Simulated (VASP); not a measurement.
Y, 3 atoms in the cell. It takes space group P6/mmm (No. 191, hexagonal). Conventional cell: a = 4.483 Å, b = 4.483 Å, c = 2.801 Å, α = 90.00°, β = 90.00°, γ = 120.00°. Y (site symmetry 6/mmm) has 14 Y at 2.80 to 2.94 Å within 3.7 Å. Y (site symmetry -6m2) has 11 Y at 2.59 to 2.94 Å within 3.4 Å. This isn't the form of Y at room conditions, which is hcp.

* Program: VASP 6.6.1
* Task: relaxation of shape and atoms at fixed volume
* Functional: PBE
* Potentials or basis: VASP PAW PBE potentials, release 64 (Y_sv)
* Cutoff: 600 eV
* k mesh: 6 × 6 × 9
* Occupations: fermi-dirac, width 0.08 eV
* Spin: no spin polarisation
* Dipole correction: no
* Further INCAR settings: ALGO = Normal; EDIFF = 1e-06; IBRION = 2; EDIFFG = -0.005; NSW = 50; ISIF = 4

Potentials or basis: VASP PAW PBE potentials, release 64 (Y_sv).

The run is started by

```sh
$ cat potpaw_PBE.64/Y_sv/POTCAR > POTCAR
$ mpirun -np 1 vasp_std > vasp.out
```

Hardware: 1 thread of Intel(R) Xeon(R) Platinum 8488C (Sapphire Rapids), on a shared host.

Estimate the wall time of this run.

Wall time 60 s on 1 thread of Intel(R) Xeon(R) Platinum 8488C (Sapphire Rapids) (shared host), peak memory 0.2 GiB. Counts: scf iterations 27, k points 35, ion steps 3.
